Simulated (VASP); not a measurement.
Here is a VASP 6.6.1 calculation.

File INCAR:

```
PREC = Accurate ; ENCUT = 520
EDIFF = 1E-7 ; ISMEAR = -1
SIGMA = 0.05 ; LREAL = F
LASPH = T ; NELM = 80
ALGO = Fast ; ISIF = 2
LWAVE = F ; LCHARG = T
GGA = PE ; LELF = T
LVHAR = T ; NBANDS = 22
```

KPOINTS

```
regular mesh
0
Gamma
  6 6 6
```

POSCAR

```
Bi
1.0
    2.2675000000      1.3091417354      3.9380000000
   -2.2675000000      1.3091417354      3.9380000000
    0.0000000000     -2.6182834708      3.9380000000
Bi
2
Direct
    0.7660000000      0.7660000000      0.7660000000
    0.2340000000      0.2340000000      0.2340000000
```

Potentials or basis: VASP PAW PBE potentials, release 64 (Bi_d).

The run is started by

```console
$ cat potpaw_PBE.64/Bi_d/POTCAR > POTCAR
$ mpirun -np 1 vasp_std > vasp.out
```

Task: What does it give for the band gap on the k mesh?

Result: Zero (band 15 reaches 6.27 eV, above the bottom of band 16 at 6.12 eV).

Task: Predict the pressure.

Result: 2.1 GPa.

Task: Predict the largest force.

Result: 0.126 eV/Å.

Forces on the atoms (eV/Å):
```
Bi   0.000  0.000 -0.126
Bi   0.000  0.000  0.126
```

Caveat: spin-orbit coupling is left out, which moves the levels of the heavy elements.
